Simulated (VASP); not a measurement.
Write the native input for VASP 6.6.1 that does the following.

```
Task                   : single point
Functional             : PBE
Potentials or basis    : VASP PAW PBE potentials, release 64 (Gd, N)
Cutoff                 : 520 eV
k mesh                 : 10 × 10 × 6
Occupations            : gaussian, width 0.05 eV
Spin                   : collinear spin, ferromagnetic start
Starting moments       : [7.63, 7.63, -0.14, -0.14] μB
Hubbard terms          : Gd f U = 6.0 eV
Dipole correction      : no
Further INCAR settings : ALGO = Normal; EDIFF = 1e-06; NBANDS = 35
```

The structure of GdN lies in POSCAR:

```
GdN
1.0
    3.4516433238      0.0000000000      0.0000000000
   -1.7258216619      2.9892108032      0.0000000000
    0.0000000000      0.0000000000      6.0773091702
Gd N
2 2
Direct
    0.0000000000      0.0000000000      0.0000000000
    0.0000000000      0.0000000000      0.5000000000
    0.3333333333      0.6666666667      0.2500000000
    0.6666666667      0.3333333333      0.7500000000
```

The input as run:

INCAR

```
  PREC = Accurate
  ENCUT = 520
  EDIFF = 1E-6
  ISMEAR = 0
  SIGMA = 0.05
  LREAL = F
  LASPH = T
  NELM = 150
  ALGO = Normal
  ISIF = 2
  LWAVE = F
  LCHARG = F
  ISPIN = 2
  MAGMOM = 7.63 7.63 -0.14 -0.14
  LORBIT = 11
  LMAXMIX = 6
  LDAU = T
  LDAUTYPE = 2
  LDAUL = 3 -1
  LDAUU = 6 0
  LDAUJ = 0 0
  LDAUPRINT = 1
  GGA = PE
  NBANDS = 35
```

KPOINTS

```
Automatic mesh
0
Gamma
  10 10 6
```

Potentials or basis: VASP PAW PBE potentials, release 64 (Gd, N).

Launch:

```sh
$ cat potpaw_PBE.64/Gd/POTCAR potpaw_PBE.64/N/POTCAR > POTCAR
$ mpirun -np 1 vasp_std > vasp.out
```

Results of the run:

The pressure is 2.9 GPa. The band gap on the k mesh is zero (filled and empty bands overlap). The net moment is 14.00 μB per cell. The site moments are Gd +6.88; N -0.10 μB and the valence electrons inside the program's atomic spheres are Gd 15.23; N 3.64.

Caveat: spin-orbit coupling is left out, which moves the levels of the heavy elements.

Wall time 8.6 min on 1 thread of Intel(R) Xeon(R) Platinum 8488C (Sapphire Rapids), with other jobs on the host, peak memory 0.36 GiB.
